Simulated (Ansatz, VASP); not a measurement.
BN: VASP beside Ansatz

```
CELL_PARAMETERS angstrom
2.51211 0.00000 0.00000
-1.25606 2.17555 0.00000
0.00000 0.00000 7.85522
ATOMIC_POSITIONS crystal
B 0.00000 0.00000 0.99986
B 0.33333 0.66667 0.50015
N 0.33333 0.66667 0.99984
N 0.66667 0.33333 0.50015
```

Alike in both runs: functional PBE; k mesh 6 × 6 × 4; occupations gaussian, width 0.1 eV; no spin polarisation.

Ansatz relaxed the structure, and its values are those at the end. VASP's run is a single point on that final structure, the one shown.

|  | VASP | Ansatz |
| --- | --- | --- |
| version | VASP 6.6.1 | Ansatz 0.2.0 |
| potentials or method | VASP PAW PBE potentials, release 64 (B, N), cutoff 520 eV | scalar-relativistic, plane waves, PAW |
| valence electrons in the cell | 16 | 16 |

VASP gave:

* gap on the k mesh at the Fermi level (eV): 4.52
* least direct gap on the mesh (eV): 4.62
* pressure (GPa): 0.1

Task: What did Ansatz give for the same quantities?

Result: gap on the k mesh at the Fermi level (eV): 4.53; least direct gap on the mesh (eV): 4.62; pressure (GPa): 0.1.

The k mesh is coarse, so the values compare programs but aren't converged.
